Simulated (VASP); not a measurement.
# Hf (P6/mmm) in VASP: notebook

The runs below take Hf through relaxation of cell and atoms, with PBEsol.

All numbers are computed with VASP 6.6.1; they aren't measurements. Logs are shortened: lines on timing, memory, paths and dates and some standing lists are left out, and cuts for length are marked.

## 1. The cell of the first run

The structure is hexagonal, space group P6/mmm (No. 191). The conventional cell has a = 4.386 Å, b = 4.386 Å, c = 2.719 Å, α = 90.00°, β = 90.00°, γ = 120.00°. Hf (site symmetry 6/mmm) has 14 Hf at 2.72 to 2.87 Å within 3.6 Å. Within 3.3 Å of Hf (site symmetry -6m2) lie 11 Hf at 2.53 to 2.87 Å.

This isn't the form of Hf at room conditions, which is hcp.

## 2. Relaxation of cell and atoms, PBEsol, target pressure 71 GPa, at which the enthalpy is minimised

INCAR

```
ALGO     = Normal         # electronic algorithm
EDIFF    = 1E-6           # SCF threshold, eV
EDIFFG   = -0.005         # ionic threshold
ENCUT    = 600            # plane-wave cutoff, eV
GGA      = PS             # functional
IBRION   = 2              # ionic algorithm
ISIF     = 3              # what is computed and relaxed
ISMEAR   = -1             # smearing method
LASPH    = T              # aspherical terms in the spheres
LCHARG   = F              # write CHGCAR
LREAL    = F              # projectors in reciprocal space
LWAVE    = F              # write WAVECAR
NELM     = 60             # most SCF steps
NSW      = 60             # ionic steps
PREC     = Accurate       # precision mode
PSTRESS  = 710.0        
SIGMA    = 0.1            # smearing width, eV
```

KPOINTS

```
k-points
0
Gamma
  8 8 11
```

POSCAR

```
Hf
1.0
    4.3859483974      0.0000000000      0.0000000000
   -2.1929741987      3.7983427318      0.0000000000
    0.0000000000      0.0000000000      2.7192880063
Hf
3
Direct
    0.0000000000      0.0000000000      0.0000000000
    0.3333333333      0.6666666667      0.5000000000
    0.6666666667      0.3333333333      0.5000000000
```

Potentials or basis: VASP PAW PBE potentials, release 64 (Hf_pv).

Command:

```sh
$ cat potpaw_PBE.64/Hf_pv/POTCAR > POTCAR
$ mpirun -np 1 vasp_std > vasp.out
```

OUTCAR:

```text
EDIFF = 1E-6
   EDIFFG = -0.005
   ENCUT = 600
   GGA = PS
   IBRION = 2
   ISIF = 3
   ISMEAR = -1
   LASPH = T
   LREAL = F
   NELM = 60
   NSW = 60
   PREC = Accurate
   PSTRESS = 710.0

 ion  position               nearest neighbor table
   1  0.000  0.000  0.000-   2 2.87   3 2.87   2 2.87   3 2.87   2 2.87   2 2.87   3 2.87   3 2.87
                             3 2.87   3 2.87   2 2.87   2 2.87
   2  0.333  0.667  0.500-   3 2.53   3 2.53   3 2.53   1 2.87   1 2.87   1 2.87   1 2.87   1 2.87
                             1 2.87   3 3.72   3 3.72   3 3.72   3 3.72   3 3.72   3 3.72
   3  0.667  0.333  0.500-   2 2.53   2 2.53   2 2.53   1 2.87   1 2.87   1 2.87   1 2.87   1 2.87
                             1 2.87   2 3.72   2 3.72   2 3.72   2 3.72   2 3.72   2 3.72

  LATTYP: Found a hexagonal cell.
 ALAT       =     4.3859483974
 C/A-ratio  =     0.6200000000

  Lattice vectors:

 A1 = (   4.3859483974,   0.0000000000,   0.0000000000)
 A2 = (  -2.1929741987,   3.7983427318,   0.0000000000)
 A3 = (   0.0000000000,   0.0000000000,   2.7192880063)

Analysis of symmetry for initial positions (statically):
=====================================================================
 Subroutine PRICEL returns:
 Original cell was already a primitive cell.

 Routine SETGRP: Setting up the symmetry group for a
 hexagonal supercell.

 Subroutine GETGRP returns: Found 24 space group operations
 (whereof 24 operations were pure point group operations)
 out of a pool of 24 trial point group operations.

The static configuration has the point symmetry D_6h.

Analysis of symmetry for dynamics (positions and initial velocities):
=====================================================================
 Subroutine PRICEL returns:
 Original cell was already a primitive cell.

 Routine SETGRP: Setting up the symmetry group for a
 hexagonal supercell.

 Subroutine GETGRP returns: Found 24 space group operations
 (whereof 24 operations were pure point group operations)
 out of a pool of 24 trial point group operations.

The dynamic configuration has the point symmetry D_6h.

 Subroutine INISYM returns: Found 24 space group operations
 (whereof 24 operations are pure point group operations),
 and found     1 'primitive' translations

----------------------------------------------------------------------------------------

                                     Primitive cell

  volume of cell :      45.3015

  direct lattice vectors                    reciprocal lattice vectors
     4.385948397  0.000000000  0.000000000     0.228000859  0.131636357  0.000000000
    -2.192974199  3.798342732  0.000000000     0.000000000  0.263272714  0.000000000
     0.000000000  0.000000000  2.719288006     0.000000000  0.000000000  0.367743320

  length of vectors
     4.385948397  4.385948397  2.719288006     0.263272714  0.263272714  0.367743320

  position of ions in fractional coordinates (direct lattice)
     0.000000000  0.000000000  0.000000000
     0.333333333  0.666666667  0.500000000
     0.666666667  0.333333333  0.500000000

  ion indices of the primitive-cell ions
   primitive index   ion index
                 1           1
                 2           2
                 3           3

----------------------------------------------------------------------------------------

 KPOINTS: k-points

Automatic generation of k-mesh.
 Grid dimensions read from file:
 generate k-points for:    8    8   11

 Generating k-lattice:

  Cartesian coordinates                     Fractional coordinates (reciprocal lattice)
     0.028500107  0.016454545  0.000000000     0.125000000  0.000000000  0.000000000
     0.000000000  0.032909089  0.000000000     0.000000000  0.125000000  0.000000000
     0.000000000  0.000000000  0.033431211     0.000000000  0.000000000  0.090909091

  Length of vectors
     0.032909089  0.032909089  0.033431211

  Shift w.r.t. Gamma in fractional coordinates (k-lattice)
     0.000000000  0.000000000  0.000000000

 Subroutine IBZKPT returns following result:
 ===========================================

 Found     60 irreducible k-points:

 Following reciprocal coordinates:
            Coordinates               Weight
  0.000000  0.000000  0.000000      1.000000
  0.125000 -0.000000  0.000000      6.000000
  0.250000 -0.000000  0.000000      6.000000
  0.375000 -0.000000  0.000000      6.000000
  0.500000 -0.000000  0.000000      3.000000
  0.125000  0.125000  0.000000      6.000000
[... 16 lines left out ...]
  0.250000 -0.000000  0.181818     12.000000
  0.375000 -0.000000  0.181818     12.000000
 [... further k-points ...]
   k-points           NKPTS =     60   k-points in BZ     NKDIM =     60   number of bands    NBANDS=     19
   number of dos      NEDOS =    301   number of ions     NIONS =      3
   total plane-waves  NPLWV =  31104
   dimension x,y,z NGX =    36 NGY =   36 NGZ =   24
   dimension x,y,z NGXF=    72 NGYF=   72 NGZF=   48
   ions per type =               3
   NGX,Y,Z   is equivalent  to a cutoff of  13.65, 13.65, 14.67 a.u.
   NGXF,Y,Z  is equivalent  to a cutoff of  27.29, 27.29, 29.35 a.u.
 SYSTEM =  unknown system
   PREC   = accura    normal or accurate (medium, high low for compatibility)
   ISTART =      0    job   : 0-new  1-cont  2-samecut
   ICHARG =      2    charge: 1-file 2-atom 10-const
   ISPIN  =      1    spin polarized calculation?
   LNONCOLLINEAR =      F non collinear calculations
   LSORBIT =      F    spin-orbit coupling
   LASPH  =      T    aspherical Exc in radial PAW
   ENCUT  =  600.0 eV  44.10 Ry    6.64 a.u.   8.76  8.76  5.43*2*pi/ulx,y,z
   NELM   =     60;   NELMIN=  2; NELMDL= -5     # of ELM steps
   EDIFF  = 0.1E-05   stopping-criterion for ELM
   LREAL  =      F    real-space projection
   EDIFFG = -.5E-02   stopping-criterion for IOM
   NSW    =     60    number of steps for IOM
   IBRION =      2    ionic relax: 0-MD 1-quasi-New 2-CG
   NFREE  =      1    steps in history (QN), initial steepest desc. (CG)
   ISIF   =      3    stress and relaxation
   ISYM   =      2    0-nonsym 1-usesym 2-fastsym
   POTIM  = 0.5000    time-step for ionic-motion
   TEBEG  =    0.0;   TEEND  =   0.0 temperature during run
   PSTRESS=  710.0 pullay stress
   NELECT =      30.0000    total number of electrons
   NUPDOWN=      -1.0000    fix difference up-down
   EMIN   =  10.00;   EMAX   =-10.00  energy-range for DOS
   EFERMI =   0.00;   METHOD = LEGACY
   ISMEAR =    -1;   SIGMA  =   0.10  broadening in eV -4-tet -1-fermi 0-gaus
   EFERMI_NEDOS =   21; number of points for ismear=-14 and -15
   IALGO  =     38    algorithm
   IMIX   =      4    mixing-type and parameters
     AMIX     =   0.40;   BMIX     =  1.00
     AMIX_MAG =   1.60;   BMIX_MAG =  1.00
  volume/ion in A,a.u.               =      15.10       101.90
  Fermi-wavevector in a.u.,A,eV,Ry     =   1.426957  2.696558 27.704277  2.036207
  Thomas-Fermi vector in A             =   2.547178
   LORBIT       =      0    0 simple, 1 ext, 2 COOP (PROOUT), +10 PAW based schemes
   GGA     = PS    functional components
   LHFCALC =     F    Hartree Fock is set to
   AEXX    =    0.0000 exact exchange contribution
   IVDW    =     0    specifies the selected vdW correction
   LEPSILON=     F    determine dielectric tensor
   LRPA    =     F    only Hartree local field effects (RPA)
 conjugate gradient relaxation of ions
 non-spin polarized calculation
  energy-cutoff  :      600.00
  volume of cell :       45.30
 maximum number of plane-waves:      1537
 NGX is ok and might be reduce to    36
   NGX = 17   NGY = 17   NGZ = 11

--------------------------------------- Ionic step        1  -------------------------------------------

 number of electron      30.0000004 magnetization

 Free energy of the ion-electron system (eV)
  ---------------------------------------------------
  ext. energy  EPLUGINS =         0.00000000
  ---------------------------------------------------
  free energy    TOTEN  =       -28.15936047 eV

  energy without entropy =      -28.08947304  energy(sigma->0) =      -28.12441676

------------------------ aborting loop because EDIFF is reached ----------------------------------------

  FORCE on cell =-STRESS in cart. coord.  units (eV):
  Direction    XX          YY          ZZ          XY          YZ          ZX
  --------------------------------------------------------------------------------------
  -------------------------------------------------------------------------------------
  Total       20.7015788     20.7015788     20.7409198      0.0000000      0.0000000      0.0000000
  in kB      732.1518720    732.1518720    733.5432414      0.0000000      0.0000000      0.0000000
  external PRESSURE =      22.6156618 kB  Pullay stress =     710.0000000 kB
[... 180 lines left out ...]
  enthalpy is  TOTEN    =        -8.0862847063 eV   P V=       20.2095320585

--------------------------------------- Ionic step        6  -------------------------------------------

 number of electron      30.0000004 magnetization

 Free energy of the ion-electron system (eV)
  ---------------------------------------------------
  ext. energy  EPLUGINS =         0.00000000
  ---------------------------------------------------
  free energy    TOTEN  =       -28.29567593 eV

  energy without entropy =      -28.22605767  energy(sigma->0) =      -28.26086680

 E-fermi :   7.4791     XC(G=0): -13.2891

 val. band max:        7.4710912792   @ k =   0.3750  -0.0000   0.0000
 cond. band min:       7.4968432776   @ k =   0.5000  -0.0000   0.1818
 fundamental gap:      0.0257519984
 Fermi energy:         7.4790645731

 k-point     1 :       0.0000    0.0000    0.0000
  band No.  band energies     occupation
      1     -23.2233      2.00000
      2     -23.2233      2.00000
      3     -22.7511      2.00000
      4     -22.7511      2.00000
      5     -21.7147      2.00000
      6     -21.0606      2.00000
[... 11 lines left out ...]
     18      10.1811      0.00000
     19      10.1811      0.00000
[... 489 lines left out ...]
      3     -22.3970      2.00000
      4     -21.9789      2.00000
      5     -21.9710      2.00000
      6     -21.6084      2.00000
[... 11 lines left out ...]
     18       9.0463      0.00000
     19      10.0909      0.00000

 [... further k-points ...]
[... 5 lines left out ...]
  --------------------------------------------------------------------------------------
  -------------------------------------------------------------------------------------
  Total       20.2191796     20.2191796     20.2154613      0.0000000      0.0000000     -0.0000000
  in kB      710.3439860    710.3439860    710.2133518      0.0000000      0.0000000     -0.0000000
  external PRESSURE =       0.3004413 kB  Pullay stress =     710.0000000 kB
[... 18 lines left out ...]
  FREE ENERGIE OF THE ION-ELECTRON SYSTEM (eV)
  ---------------------------------------------------
  free  energy   TOTEN  =       -28.2956759252 eV

  energy  without entropy=      -28.2260576741  energy(sigma->0) =      -28.26086680

  enthalpy is  TOTEN    =        -8.0862874678 eV   P V=       20.2093884575

 reached required accuracy - stopping structural energy minimisation
```

It took 79 s on 1 thread of Intel Xeon 6975P-C (Granite Rapids), shared host; peak memory 0.21 GiB.

Results:

```yaml
Free_energy: -28.2957 eV
Relaxed_volume: 15.20 Å³/atom
Relaxed_cell: a = 4.395 Å, b = 4.395 Å, c = 2.727 Å, α = 90.00°, β = 90.00°, γ = 120.00°
Space_group_after_relaxing_to_0.1_Å: P6/mmm (No. 191)
Energy_change_on_relaxing_the_run_minimises_the_enthalpy: -45.4 meV/atom
Ionic_steps: 6
Pressure_after_relaxing: 71.0 GPa
Band_gap_on_the_k_mesh: zero (bands 15 and 16 overlap by 1.25 eV)
```

The path:
```csv
step,energy change (eV),largest force (eV/Å),pressure (GPa),volume (Å³)
1,0.0000,0.0000,73.26,45.30
2,-0.6007,0.0000,63.27,46.71
3,-0.1387,0.0000,70.97,45.61
4,-0.1360,0.0000,71.00,45.60
5,-0.1365,0.0000,71.03,45.60
6,-0.1363,0.0000,71.03,45.60
```

Final structure:
```xyz
3
Lattice="4.3946 0.0000 0.0000 -2.1973 3.8058 0.0000 0.0000 0.0000 2.7267" Properties=species:S:1:pos:R:3 pbc="T T T"
Hf   -2.1973    3.8058    0.0000
Hf    0.0000    2.5372    1.3634
Hf    2.1973    1.2686    1.3634
```

Caveat: the cell is relaxed towards a set pressure, so the run minimises the enthalpy, not the energy; the PAW data sets were made with another functional, which shifts forces and pressure a little; spin-orbit coupling is left out, which moves the levels of the heavy elements.

## 3. Relaxation of cell and atoms, PBEsol, target pressure 71 GPa, at which the enthalpy is minimised

This run uses another cell than the first one, of 15.23 Å³/atom.

INCAR

```
PREC = Accurate
ENCUT = 600
EDIFF = 1E-6
ISMEAR = -1
SIGMA = 0.1
LREAL = False
LASPH = True
NELM = 80
ALGO = Normal
ISIF = 3
LWAVE = False
LCHARG = False
GGA = PS
IBRION = 2
NSW = 32
EDIFFG = -0.005
PSTRESS = 710.0
```

KPOINTS

```
Automatic mesh
0
Gamma
  8 8 11
```

POSCAR

```
Hf
1.0
    4.3985647131      0.0000000000      0.0000000000
   -2.1992823565      3.8092687817      0.0000000000
    0.0000000000      0.0000000000      2.7261632383
Hf
3
Direct
    0.0000000000      0.0000000000      0.0000000000
    0.3333333333      0.6666666667      0.5000000000
    0.6666666667      0.3333333333      0.5000000000
```

Potentials or basis: VASP PAW PBE potentials, release 64 (Hf_pv).

Command:

```sh
$ cat potpaw_PBE.64/Hf_pv/POTCAR > POTCAR
$ mpirun -np 1 vasp_std > vasp.out
```

Run time: 99 s. Hardware: 1 thread of Intel Xeon 6975P-C (Granite Rapids), shared host; peak memory 0.21 GiB.

The run converged. Its results:

- Free energy: -28.2990 eV
- Relaxed volume: 15.20 Å³/atom
- Relaxed cell: a = 4.395 Å, b = 4.395 Å, c = 2.727 Å, α = 90.00°, β = 90.00°, γ = 120.00°
- Space group after relaxing (to 0.1 Å): P6/mmm (No. 191)
- Energy change on relaxing (the run minimises the enthalpy): +9.7 meV/atom
- Ionic steps: 8
- Pressure after relaxing: 71.0 GPa
- Band gap on the k mesh: zero (bands 15 and 16 overlap by 1.25 eV)

The path:
```tsv
step	energy change (eV)	largest force (eV/Å)	pressure (GPa)	volume (Å³)
1	0.0000	0.0000	70.47	45.68
2	0.1482	0.0000	72.95	45.35
3	0.0340	0.0000	71.05	45.60
4	0.0333	0.0000	71.05	45.60
5	0.0166	0.0000	70.76	45.64
6	0.0326	0.0000	71.02	45.60
7	0.0278	0.0000	70.96	45.61
8	0.0292	0.0000	70.97	45.61
```

Final structure:
```cif
data_structure
_symmetry_space_group_name_H-M 'P 1'
_symmetry_Int_Tables_number 1
_cell_length_a 4.3948
_cell_length_b 4.3948
_cell_length_c 2.7269
_cell_angle_alpha 90.000
_cell_angle_beta 90.000
_cell_angle_gamma 120.000
_cell_volume 45.61
loop_
_atom_site_label
_atom_site_type_symbol
_atom_site_fract_x
_atom_site_fract_y
_atom_site_fract_z
_atom_site_occupancy
Hf1 Hf 0.00000 0.00000 0.00000 1
Hf2 Hf 0.33333 0.66667 0.50000 1
Hf3 Hf 0.66667 0.33333 0.50000 1
```

Levels at points of the mesh, in eV from the Fermi level:
| k point | band 12 | band 13 | band 14 | band 15 | band 16 | band 17 | band 18 | band 19 |
| --- | --- | --- | --- | --- | --- | --- | --- | --- |
| (0.00, 0.00, 0.00) | -0.61 | -0.28 | -0.28 | -0.15 | -0.15 | 1.29 | 2.70 | 2.70 |
| (0.50, 0.00, 0.00) | -4.32 | -1.20 | -1.11 | -0.74 | -0.15 | 1.18 | 1.72 | 3.47 |

Caveat: the cell is relaxed towards a set pressure, so the run minimises the enthalpy, not the energy; the PAW data sets were made with another functional, which shifts forces and pressure a little; spin-orbit coupling is left out, which moves the levels of the heavy elements.
